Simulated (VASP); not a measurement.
# KI (Amm2) in VASP: a series of runs, part 2 of 2

VASP 6.6.1. Earlier steps stand in the parts before.

## 3. Single point, PBEsol (all K atoms moved +0.225 Å, as atom 1 along Cartesian [1 1 0])

File INCAR:

```
SYSTEM = KI
  PREC = Accurate
  ENCUT = 520
  EDIFF = 1E-7
  ISMEAR = 0
  SIGMA = 0.05
  LREAL = .False.
  LASPH = .True.
  NELM = 80
  ALGO = Normal
  ISIF = 2
  LWAVE = .False.
  LCHARG = .True.
  GGA = PS
  LELF = .True.
  LVHAR = .True.
  NBANDS = 15
```

File KPOINTS:

```
Automatic mesh
0
Gamma
  6 6 6
  0 0 0
```

File POSCAR:

```
KI
1.0
    4.2911966600      0.0000000000      0.0000000000
    0.0000000000      4.2911966600      0.0000000000
    0.0000000000      0.0000000000      4.2911966600
K I
1 1
Direct
    0.0370756780      0.0370756780      0.0000000000
    0.5000000000      0.5000000000      0.5000000000
```

Potentials or basis: VASP PAW PBE potentials, release 64 (K_sv, I).

Launch:

```
$ cat potpaw_PBE.64/K_sv/POTCAR potpaw_PBE.64/I/POTCAR > POTCAR
$ mpirun -np 1 vasp_std > vasp.out
```

OUTCAR:

```text
SYSTEM = KI
   PREC = Accurate
   ENCUT = 520
   EDIFF = 1E-7
   ISMEAR = 0
   LREAL = .False.
   LASPH = .True.
   NELM = 80
   ISIF = 2
   GGA = PS

 ion  position               nearest neighbor table
   1  0.037  0.037  0.000-   2 3.53   2 3.53
   2  0.500  0.500  0.500-   1 3.53   1 3.53

  LATTYP: Found a simple cubic cell.
 ALAT       =     4.2911966600

  Lattice vectors:

 A1 = (   4.2911966600,   0.0000000000,   0.0000000000)
 A2 = (   0.0000000000,   4.2911966600,   0.0000000000)
 A3 = (   0.0000000000,   0.0000000000,   4.2911966600)

[... 616 lines left out ...]

  FORCE on cell =-STRESS in cart. coord.  units (eV):
  Direction    XX          YY          ZZ          XY          YZ          ZX
  --------------------------------------------------------------------------------------
  -------------------------------------------------------------------------------------
  Total       -0.1922750     -0.1922750     -0.1817089      0.0866718      0.0000000      0.0000000
  in kB       -3.8985047     -3.8985047     -3.6842709      1.7573292      0.0000000      0.0000000
  external PRESSURE =      -3.8270935 kB  Pullay stress =       0.0000000 kB

 VOLUME and BASIS-vectors are now :
 -----------------------------------------------------------------------------
  energy-cutoff  :      520.00
  volume of cell :       79.02
      direct lattice vectors                 reciprocal lattice vectors
     4.291196660  0.000000000  0.000000000     0.233035230  0.000000000  0.000000000
     0.000000000  4.291196660  0.000000000     0.000000000  0.233035230  0.000000000
     0.000000000  0.000000000  4.291196660     0.000000000  0.000000000  0.233035230

 POSITION                                       TOTAL-FORCE (eV/Angst)
 -----------------------------------------------------------------------------------
      0.15910      0.15910      0.00000        -0.082965     -0.082965      0.000000
      2.14560      2.14560      2.14560         0.082965      0.082965      0.000000
 -----------------------------------------------------------------------------------
    total drift:                                0.000009      0.000009      0.000000

  FREE ENERGIE OF THE ION-ELECTRON SYSTEM (eV)
  ---------------------------------------------------
  free  energy   TOTEN  =        -5.7098628867 eV

  energy  without entropy=       -5.7098628867  energy(sigma->0) =       -5.70986289
```

OSZICAR:

```text
N       E                     dE             d eps       ncg     rms          rms(c)
DAV:   1     0.792199829692E+02    0.79220E+02   -0.63137E+03  1560   0.888E+02
DAV:   2    -0.500441569049E+00   -0.79720E+02   -0.74457E+02  1994   0.208E+02
DAV:   3    -0.565393323091E+01   -0.51535E+01   -0.51314E+01  2666   0.437E+01
DAV:   4    -0.581937568107E+01   -0.16544E+00   -0.16542E+00  2014   0.674E+00
DAV:   5    -0.582176757193E+01   -0.23919E-02   -0.23918E-02  2411   0.795E-01    0.266E+00
DAV:   6    -0.572889980172E+01    0.92868E-01   -0.63445E-02  2036   0.200E+00    0.194E+00
DAV:   7    -0.570787314266E+01    0.21027E-01   -0.84261E-02  2085   0.182E+00    0.792E-01
DAV:   8    -0.570973601552E+01   -0.18629E-02   -0.13443E-02  1810   0.854E-01    0.190E-01
DAV:   9    -0.570980457716E+01   -0.68562E-04   -0.64277E-04  2233   0.168E-01    0.743E-02
DAV:  10    -0.570985760112E+01   -0.53024E-04   -0.15177E-04  1787   0.937E-02    0.163E-02
DAV:  11    -0.570986166950E+01   -0.40684E-05   -0.10265E-05  2157   0.201E-02    0.142E-02
DAV:  12    -0.570986229870E+01   -0.62920E-06   -0.21441E-06  1917   0.949E-03    0.853E-03
DAV:  13    -0.570986296468E+01   -0.66598E-06   -0.31331E-07  2134   0.466E-03    0.362E-03
DAV:  14    -0.570986288669E+01    0.77994E-07   -0.36908E-08  1592   0.127E-03
   1 F= -.57098629E+01 E0= -.57098629E+01  d E =-.265963E-14
```

stdout:

```text
POSCAR found type information on POSCAR K I
 POSCAR found :  2 types and       2 ions
 scaLAPACK will be used
 -----------------------------------------------------------------------------
|                                                                             |
|                                                                             |
|     You enforced a specific xc type in the INCAR file but a different       |
|     I HOPE YOU KNOW WHAT YOU ARE DOING!                                     |
|                                                                             |
 -----------------------------------------------------------------------------

 LDA part: xc-table for (Slater+PW92), standard interpolation
 POSCAR, INCAR and KPOINTS ok, starting setup
 FFT: planning ... GRIDC
 FFT: planning ... GRID_SOFT
 FFT: planning ... GRID
 WAVECAR not read
 entering main loop
```

Wall time 51 s (1 thread of Intel Xeon 8259CL, shared host); peak memory 0.21 GiB.

Results:

```yaml
Free_energy: -5.7099 eV
Pressure: -0.4 GPa
Largest_force: 0.117 eV/Å
Band_gap_on_the_k_mesh: 3.20 eV (least direct gap 3.56 eV)
```

Forces on the atoms (eV/Å):
```
K   -0.083 -0.083  0.000
I    0.083  0.083  0.000
```

Stress tensor (GPa, compression positive):
```
-0.39  0.18  0.00
 0.18 -0.39  0.00
 0.00  0.00 -0.37
```

Levels at points of the mesh, in eV from the valence-band top:
| k point | band 6 | band 7 | band 8 | band 9 | band 10 | band 11 |
| --- | --- | --- | --- | --- | --- | --- |
| (0.00, 0.00, 0.00) | -0.37 | -0.36 | -0.36 | 3.20 | 4.69 | 4.74 |
| (0.50, 0.00, 0.00) | -2.31 | -0.29 | -0.27 | 5.36 | 6.03 | 6.95 |
| (0.00, 0.00, 0.50) | -2.32 | -0.29 | -0.27 | 5.34 | 6.07 | 6.83 |
| (0.50, 0.50, 0.00) | -1.73 | -1.72 | -0.01 | 3.83 | 5.62 | 6.77 |
| (0.00, 0.50, 0.50) | -1.73 | -1.72 | 0.00 | 3.84 | 5.65 | 6.79 |
| (0.50, 0.50, 0.50) | -1.67 | -1.67 | -1.66 | 5.51 | 5.53 | 5.53 |

Caveat: the cell differs from its parent crystal (all K atoms moved +0.225 Å, as atom 1 along Cartesian [1 1 0]); the PAW data sets were made with another functional, which shifts forces and pressure a little; spin-orbit coupling is left out, which moves the levels of the heavy elements.

## 4. Single point, PBEsol (all K atoms moved -0.150 Å, as atom 1 along Cartesian [1 1 0])

File INCAR:

```
SYSTEM = KI
ALGO = Normal
EDIFF = 1E-6
ENCUT = 520
GGA = PS
ISIF = 2
ISMEAR = 0
LASPH = .True.
LCHARG = .True.
LELF = .True.
LREAL = .False.
LVHAR = .True.
LWAVE = .False.
NBANDS = 15
NELM = 60
PREC = Accurate
SIGMA = 0.05
```

File KPOINTS:

```
k-points
0
Gamma
  6 6 6
  0 0 0
```

Changes to POSCAR since step 3:

```diff
@@ -8,3 +8,3 @@
 Direct
-    0.0370756780      0.0370756780      0.0000000000
+   -0.0247171187     -0.0247171187      0.0000000000
     0.5000000000      0.5000000000      0.5000000000
```

Launch:

```
$ cat potpaw_PBE.64/K_sv/POTCAR potpaw_PBE.64/I/POTCAR > POTCAR
$ mpirun -np 1 vasp_std > vasp.out
```

Wall time 46 s (1 thread of Intel Xeon 8259CL, shared host); peak memory 0.21 GiB.

Results (log left out):

```yaml
Free_energy: -5.7170 eV
Pressure: -0.5 GPa
Largest_force: 0.073 eV/Å
Band_gap_on_the_k_mesh: 3.19 eV (least direct gap 3.56 eV)
```

Forces on the atoms (eV/Å):
```
K    0.052  0.052  0.000
I   -0.052 -0.052  0.000
```

Stress tensor (GPa, compression positive):
```
-0.47  0.08  0.00
 0.08 -0.47  0.00
 0.00  0.00 -0.46
```

Levels at points of the mesh, in eV from the valence-band top:
```tsv
k point	band 6	band 7	band 8	band 9	band 10	band 11
(0.00, 0.00, 0.00)	-0.37	-0.36	-0.36	3.19	4.68	4.70
(0.50, 0.00, 0.00)	-2.32	-0.29	-0.28	5.35	6.07	6.96
(0.00, 0.00, 0.50)	-2.32	-0.29	-0.28	5.34	6.09	6.90
(0.50, 0.50, 0.00)	-1.73	-1.73	0.00	3.82	5.61	6.76
(0.00, 0.50, 0.50)	-1.73	-1.73	0.00	3.83	5.62	6.77
(0.50, 0.50, 0.50)	-1.68	-1.68	-1.67	5.51	5.52	5.52
```

Caveat: the cell differs from its parent crystal (all K atoms moved -0.150 Å, as atom 1 along Cartesian [1 1 0]); the PAW data sets were made with another functional, which shifts forces and pressure a little; spin-orbit coupling is left out, which moves the levels of the heavy elements. A k mesh can miss the band edges.

## 5. The runs side by side

| cell | gap on the mesh (eV) | pressure (GPa) | largest force (eV/Å) |
| --- | --- | --- | --- |
| as given, atomic positions A | 3.22 | -0.2 | 0.17 |
| as given, atomic positions B | 3.20 | -0.4 | 0.12 |
| as given, atomic positions C | 3.19 | -0.5 | 0.07 |

Alike in all rows: task single point; level PBEsol; potentials or basis VASP PAW PBE potentials, release 64 (K_sv, I); no spin polarisation; k mesh 6 × 6 × 6; cutoff (eV) 520; smearing gaussian 0.05 eV.

Caveats: the PAW data sets were made with another functional, which shifts forces and pressure a little; spin-orbit coupling is left out, which moves the levels of the heavy elements.

Total energies depend on the potentials used, so only differences within one code and one set of settings carry meaning.
